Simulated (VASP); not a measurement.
# CdS (P6_3mc) in VASP: notebook

Runs on CdS. Level: PBE. Tasks: single point.

All numbers are computed with VASP 6.6.1; they aren't measurements. Logs are shortened: lines on timing, memory, paths and dates and some standing lists are left out, and cuts for length are marked.

## Step 1: The cell of the first run

The structure is hexagonal, space group P6_3mc (No. 186). The conventional cell has a = 4.197 Å, b = 4.197 Å, c = 6.830 Å, α = 90.00°, β = 90.00°, γ = 120.00°. Cd (site symmetry 3m) has 4 S at 2.57 Å within 3.4 Å. Within 3.4 Å of S (site symmetry 3m) lie 4 Cd at 2.57 Å.

## Step 2: Single point, PBE

INCAR

```
SYSTEM = CdS
PREC = Accurate ; ENCUT = 500
EDIFF = 1E-6 ; ISMEAR = 0
SIGMA = 0.02 ; LREAL = .FALSE.
LASPH = .TRUE. ; NELM = 120
ALGO = Normal ; ISIF = 2
LWAVE = .FALSE. ; LCHARG = .FALSE.
GGA = PE ; NBANDS = 26
GGA_COMPAT = .FALSE.
```

KPOINTS

```
Automatic mesh
0
G
  9 9 4
  0 0 0
```

POSCAR

```
CdS
1.0
    4.1968523960      0.0000000000      0.0000000000
   -2.0984261980      3.6345807909      0.0000000000
    0.0000000000      0.0000000000      6.8296509168
Cd S
2 2
Direct
    0.3333333333      0.6666666667      0.0002179963
    0.6666666667      0.3333333333      0.5002179963
    0.3333333333      0.6666666667      0.3767820037
    0.6666666667      0.3333333333      0.8767820037
```

Potentials or basis: VASP PAW PBE potentials, release 64 (Cd, S).

On the command line:

```
> cat potpaw_PBE.64/Cd/POTCAR potpaw_PBE.64/S/POTCAR > POTCAR
> mpirun -np 1 vasp_std > vasp.out
```

OUTCAR:

```text
SYSTEM = CdS
   PREC = Accurate
   ENCUT = 500
   EDIFF = 1E-6
   ISMEAR = 0
   LREAL = .FALSE.
   LASPH = .TRUE.
   NELM = 120
   ISIF = 2
   GGA = PE

 ion  position               nearest neighbor table
   1  0.333  0.667  0.000-   4 2.57   4 2.57   4 2.57   3 2.57
   2  0.667  0.333  0.500-   3 2.57   3 2.57   3 2.57   4 2.57
   3  0.333  0.667  0.377-   2 2.57   2 2.57   2 2.57   1 2.57
   4  0.667  0.333  0.877-   1 2.57   1 2.57   1 2.57   2 2.57

  LATTYP: Found a hexagonal cell.
 ALAT       =     4.1968523960
 C/A-ratio  =     1.6273269280

  Lattice vectors:

 A1 = (   4.1968523960,   0.0000000000,   0.0000000000)
 A2 = (  -2.0984261980,   3.6345807909,   0.0000000000)
 A3 = (   0.0000000000,   0.0000000000,   6.8296509168)

Analysis of symmetry for initial positions (statically):
=====================================================================
 Subroutine PRICEL returns:
 Original cell was already a primitive cell.

 Routine SETGRP: Setting up the symmetry group for a
 hexagonal supercell.

 Subroutine GETGRP returns: Found 12 space group operations
 (whereof  6 operations were pure point group operations)
 out of a pool of 24 trial point group operations.

The static configuration has the point symmetry C_3v.
 The point group associated with its full space group is C_6v.

Analysis of symmetry for dynamics (positions and initial velocities):
=====================================================================
 Subroutine PRICEL returns:
 Original cell was already a primitive cell.

 Routine SETGRP: Setting up the symmetry group for a
 hexagonal supercell.

 Subroutine GETGRP returns: Found 12 space group operations
 (whereof  6 operations were pure point group operations)
 out of a pool of 24 trial point group operations.

The dynamic configuration has the point symmetry C_3v.
 The point group associated with its full space group is C_6v.

 Subroutine INISYM returns: Found 12 space group operations
 (whereof  6 operations are pure point group operations),
 and found     1 'primitive' translations

----------------------------------------------------------------------------------------

                                     Primitive cell

  volume of cell :     104.1781

  direct lattice vectors                    reciprocal lattice vectors
     4.196852396  0.000000000  0.000000000     0.238273808  0.137567447  0.000000000
    -2.098426198  3.634580791  0.000000000     0.000000000  0.275134894  0.000000000
     0.000000000  0.000000000  6.829650917     0.000000000  0.000000000  0.146420368

  length of vectors
     4.196852396  4.196852396  6.829650917     0.275134894  0.275134894  0.146420368

  position of ions in fractional coordinates (direct lattice)
     0.333333333  0.666666667  0.000217996
     0.666666667  0.333333333  0.500217996
     0.333333333  0.666666667  0.376782004
     0.666666667  0.333333333  0.876782004

  ion indices of the primitive-cell ions
   primitive index   ion index
                 1           1
                 2           2
                 3           3
                 4           4

----------------------------------------------------------------------------------------

 KPOINTS: Automatic mesh

Automatic generation of k-mesh.
 Grid dimensions read from file:
 generate k-points for:    9    9    4

 Generating k-lattice:

  Cartesian coordinates                     Fractional coordinates (reciprocal lattice)
     0.026474868  0.015285272  0.000000000     0.111111111 -0.000000000  0.000000000
     0.000000000  0.030570544  0.000000000     0.000000000  0.111111111  0.000000000
     0.000000000  0.000000000  0.036605092     0.000000000  0.000000000  0.250000000

  Length of vectors
     0.030570544  0.030570544  0.036605092

  Shift w.r.t. Gamma in fractional coordinates (k-lattice)
     0.000000000  0.000000000  0.000000000

 Subroutine IBZKPT returns following result:
 ===========================================

 Found     36 irreducible k-points:

 Following reciprocal coordinates:
            Coordinates               Weight
  0.000000  0.000000  0.000000      1.000000
  0.111111 -0.000000  0.000000      6.000000
  0.222222 -0.000000  0.000000      6.000000
  0.333333 -0.000000  0.000000      6.000000
  0.444444 -0.000000  0.000000      6.000000
  0.111111  0.111111  0.000000      6.000000
[... 16 lines left out ...]
  0.333333  0.222222  0.250000     24.000000
  0.333333  0.333333  0.250000      4.000000
 [... further k-points ...]
   k-points           NKPTS =     36   k-points in BZ     NKDIM =     36   number of bands    NBANDS=     26
   number of dos      NEDOS =    301   number of ions     NIONS =      4
   total plane-waves  NPLWV =  51200
   dimension x,y,z NGX =    32 NGY =   32 NGZ =   50
   dimension x,y,z NGXF=    64 NGYF=   64 NGZF=  100
   ions per type =               2   2
   NGX,Y,Z   is equivalent  to a cutoff of  12.68, 12.68, 12.17 a.u.
   NGXF,Y,Z  is equivalent  to a cutoff of  25.35, 25.35, 24.34 a.u.
 SYSTEM =  CdS
   PREC   = accura    normal or accurate (medium, high low for compatibility)
   ISTART =      0    job   : 0-new  1-cont  2-samecut
   ICHARG =      2    charge: 1-file 2-atom 10-const
   ISPIN  =      1    spin polarized calculation?
   LNONCOLLINEAR =      F non collinear calculations
   LSORBIT =      F    spin-orbit coupling
   LASPH  =      T    aspherical Exc in radial PAW
   ENCUT  =  500.0 eV  36.75 Ry    6.06 a.u.   7.65  7.65 12.45*2*pi/ulx,y,z
   NELM   =    120;   NELMIN=  2; NELMDL= -5     # of ELM steps
   EDIFF  = 0.1E-05   stopping-criterion for ELM
   LREAL  =      F    real-space projection
   EDIFFG = 0.1E-04   stopping-criterion for IOM
   NSW    =      0    number of steps for IOM
   IBRION =     -1    ionic relax: 0-MD 1-quasi-New 2-CG
   NFREE  =      0    steps in history (QN), initial steepest desc. (CG)
   ISIF   =      2    stress and relaxation
   ISYM   =      2    0-nonsym 1-usesym 2-fastsym
   POTIM  = 0.5000    time-step for ionic-motion
   TEBEG  =    0.0;   TEEND  =   0.0 temperature during run
   PSTRESS=    0.0 pullay stress
   NELECT =      36.0000    total number of electrons
   NUPDOWN=      -1.0000    fix difference up-down
   EMIN   =  10.00;   EMAX   =-10.00  energy-range for DOS
   EFERMI =   0.00;   METHOD = LEGACY
   ISMEAR =     0;   SIGMA  =   0.02  broadening in eV -4-tet -1-fermi 0-gaus
   EFERMI_NEDOS =   21; number of points for ismear=-14 and -15
   IALGO  =     38    algorithm
   IMIX   =      4    mixing-type and parameters
     AMIX     =   0.40;   BMIX     =  1.00
     AMIX_MAG =   1.60;   BMIX_MAG =  1.00
  volume/ion in A,a.u.               =      26.04       175.76
  Fermi-wavevector in a.u.,A,eV,Ry     =   1.148815  2.170946 17.956646  1.319776
  Thomas-Fermi vector in A             =   2.285488
   LORBIT       =      0    0 simple, 1 ext, 2 COOP (PROOUT), +10 PAW based schemes
   GGA     = PE    functional components
   LHFCALC =     F    Hartree Fock is set to
   AEXX    =    0.0000 exact exchange contribution
   IVDW    =     0    specifies the selected vdW correction
   LEPSILON=     F    determine dielectric tensor
   LRPA    =     F    only Hartree local field effects (RPA)
 non-spin polarized calculation
 Gauss-broadening in eV      SIGMA  =   0.02
  energy-cutoff  :      500.00
  volume of cell :      104.18
 maximum number of plane-waves:      2677
 NGX is ok and might be reduce to    32
   NGX = 15   NGY = 15   NGZ = 25

 number of electron      36.0000000 magnetization

 Free energy of the ion-electron system (eV)
  ---------------------------------------------------
  ext. energy  EPLUGINS =         0.00000000
  ---------------------------------------------------
  free energy    TOTEN  =       -12.29941740 eV

  energy without entropy =      -12.29941740  energy(sigma->0) =      -12.29941740

 E-fermi :   1.0055     XC(G=0):  -8.9181

 val. band max:        0.9091242824   @ k =   0.0000   0.0000   0.0000
 cond. band min:       2.0216076771   @ k =   0.0000   0.0000   0.0000
 fundamental gap:      1.1124833947
 Fermi energy:         1.0055453672

 k-point     1 :       0.0000    0.0000    0.0000
  band No.  band energies     occupation
      1     -11.1777      2.00000
      2     -10.7904      2.00000
      3      -6.6380      2.00000
      4      -6.6324      2.00000
      5      -6.6324      2.00000
      6      -6.5582      2.00000
[... 18 lines left out ...]
     25       8.4573      0.00000
     26       8.4602      0.00000

 k-point     2 :       0.1111   -0.0000    0.0000
  band No.  band energies     occupation
      1     -11.1381      2.00000
      2     -10.7728      2.00000
      3      -6.6262      2.00000
      4      -6.6163      2.00000
      5      -6.6000      2.00000
      6      -6.5395      2.00000
[... 18 lines left out ...]
     25       8.3790      0.00000
     26       8.7106      0.00000

 k-point     3 :       0.2222   -0.0000    0.0000
  band No.  band energies     occupation
      1     -11.0345      2.00000
      2     -10.7312      2.00000
      3      -6.5919      2.00000
      4      -6.5798      2.00000
      5      -6.5143      2.00000
      6      -6.4791      2.00000
[... 18 lines left out ...]
     25       8.6454      0.00000
     26       9.3834      0.00000

 k-point     4 :       0.3333   -0.0000    0.0000
  band No.  band energies     occupation
      1     -10.9079      2.00000
      2     -10.6921      2.00000
      3      -6.5617      2.00000
      4      -6.5481      2.00000
      5      -6.4342      2.00000
      6      -6.4155      2.00000
[... 18 lines left out ...]
     25       9.2154      0.00000
     26       9.5926      0.00000
[... 496 lines left out ...]
      1     -10.8190      2.00000
      2     -10.7010      2.00000
      3      -6.5369      2.00000
      4      -6.5144      2.00000
      5      -6.4397      2.00000
      6      -6.4195      2.00000
[... 18 lines left out ...]
     25       8.8292      0.00000
     26       9.8419      0.00000

 k-point    23 :       0.3333    0.2222    0.2500
  band No.  band energies     occupation
      1     -10.7484      2.00000
      2     -10.6895      2.00000
      3      -6.5347      2.00000
      4      -6.4868      2.00000
      5      -6.4277      2.00000
      6      -6.3920      2.00000
[... 18 lines left out ...]
     25       9.4283      0.00000
     26      10.0510      0.00000

 k-point    24 :       0.3333    0.3333    0.2500
  band No.  band energies     occupation
      1     -10.7051      2.00000
      2     -10.7051      2.00000
      3      -6.5385      2.00000
      4      -6.4456      2.00000
      5      -6.4456      2.00000
      6      -6.3846      2.00000
[... 18 lines left out ...]
     25      10.1650      0.00000
     26      10.1965      0.00000

 [... further k-points ...]

------------------------ aborting loop because EDIFF is reached ----------------------------------------

  FORCE on cell =-STRESS in cart. coord.  units (eV):
  Direction    XX          YY          ZZ          XY          YZ          ZX
  --------------------------------------------------------------------------------------
  -------------------------------------------------------------------------------------
  Total        0.1705287      0.1705287      0.1728504      0.0000000      0.0000000      0.0000000
  in kB        2.6225966      2.6225966      2.6583031      0.0000000      0.0000000      0.0000000
  external PRESSURE =       2.6344988 kB  Pullay stress =       0.0000000 kB

 VOLUME and BASIS-vectors are now :
 -----------------------------------------------------------------------------
  energy-cutoff  :      500.00
  volume of cell :      104.18
      direct lattice vectors                 reciprocal lattice vectors
     4.196852396  0.000000000  0.000000000     0.238273808  0.137567447  0.000000000
    -2.098426198  3.634580791  0.000000000     0.000000000  0.275134894  0.000000000
     0.000000000  0.000000000  6.829650917     0.000000000  0.000000000  0.146420368

 POSITION                                       TOTAL-FORCE (eV/Angst)
 -----------------------------------------------------------------------------------
     -0.00000      2.42305      0.00149         0.000000     -0.000000      0.000262
      2.09843      1.21153      3.41631        -0.000000      0.000000      0.000262
     -0.00000      2.42305      2.57329         0.000000      0.000000     -0.000262
      2.09843      1.21153      5.98812        -0.000000     -0.000000     -0.000262
 -----------------------------------------------------------------------------------
    total drift:                               -0.000000      0.000000     -0.000299

  FREE ENERGIE OF THE ION-ELECTRON SYSTEM (eV)
  ---------------------------------------------------
  free  energy   TOTEN  =       -12.2994173960 eV

  energy  without entropy=      -12.2994173960  energy(sigma->0) =      -12.29941740
```

It took 1.9 min on 1 thread of AMD EPYC 7R43 (Zen 3), shared host; peak memory 0.21 GiB.

What came out:

```
Free energy            : -12.2994 eV
Pressure               : 0.3 GPa
Band gap on the k mesh : 1.11 eV
```

Levels at points of the mesh, in eV from the valence-band top:
```
           k point  band 16  band 17  band 18  band 19  band 20  band 21
(0.00, 0.00, 0.00)    -0.04     0.00     0.00     1.11     2.74     6.48
(0.00, 0.00, 0.50)    -0.36    -0.36    -0.36     2.76     2.76     6.14
```

(Continued in part 2 of 2.)
